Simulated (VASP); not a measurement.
Wanted: the native input for a VASP 6.6.1 run.

- Task: single point
- Functional: PBE
- Potentials or basis: VASP PAW PBE potentials, release 64 (Be, Te)
- Cutoff: 520 eV
- k mesh: 5 × 5 × 2
- Occupations: gaussian, width 0.2 eV
- Spin: no spin polarisation
- Dipole correction: no
- Further INCAR settings: ALGO = Normal; EDIFF = 1e-06; NBANDS = 28

The structure of Be5Te lies in POSCAR:

```
Be5Te
1.0
    4.0109355628      0.0000000000      0.0000000000
   -2.0054677814      3.4735720904      0.0000000000
    0.0000000000      0.0000000000     12.8990509453
Be Te
10 2
Direct
    0.3333333333      0.6666666667      0.0235777232
    0.3336358116      0.3269970035      0.8825083007
    0.0000000000      0.0000000000      0.0241585102
    0.9933611919      0.6663641884      0.8825083007
    0.6666666667      0.3333333333      0.0241643544
    0.8528822816      0.6667783853      0.1620418340
    0.3332216147      0.1861038963      0.1620418340
    0.8138961037      0.1471177184      0.1620418340
    0.6730029965      0.0066388081      0.8825083007
    0.3333333333      0.6666666667      0.5235343248
    0.6666666667      0.3333333333      0.5585703131
    0.3333333333      0.6666666667      0.2863443701
```

One way to write it, as run:

INCAR

```
ALGO = Normal
EDIFF = 1E-6
ENCUT = 520
GGA = PE
ISIF = 2
ISMEAR = 0
LASPH = True
LCHARG = False
LREAL = False
LWAVE = False
NBANDS = 28
NELM = 60
PREC = Accurate
SIGMA = 0.2
```

KPOINTS

```
k-points
0
Gamma
  5 5 2
```

Potentials or basis: VASP PAW PBE potentials, release 64 (Be, Te).

The run is started by

```sh
$ cat potpaw_PBE.64/Be/POTCAR potpaw_PBE.64/Te/POTCAR > POTCAR
$ mpirun -np 1 vasp_std > vasp.out
```

It gave:

| Quantity | Value |
| --- | --- |
| Pressure | 0.3 GPa |
| Largest force | 0.044 eV/Å |
| Band gap on the k mesh | 0.81 eV, direct |

Caveat: spin-orbit coupling is left out, which moves the levels of the heavy elements.

It took 47 s on 1 thread of Intel(R) Xeon(R) 6975P-C (Granite Rapids), with other jobs on the host, peak memory 0.29 GiB.
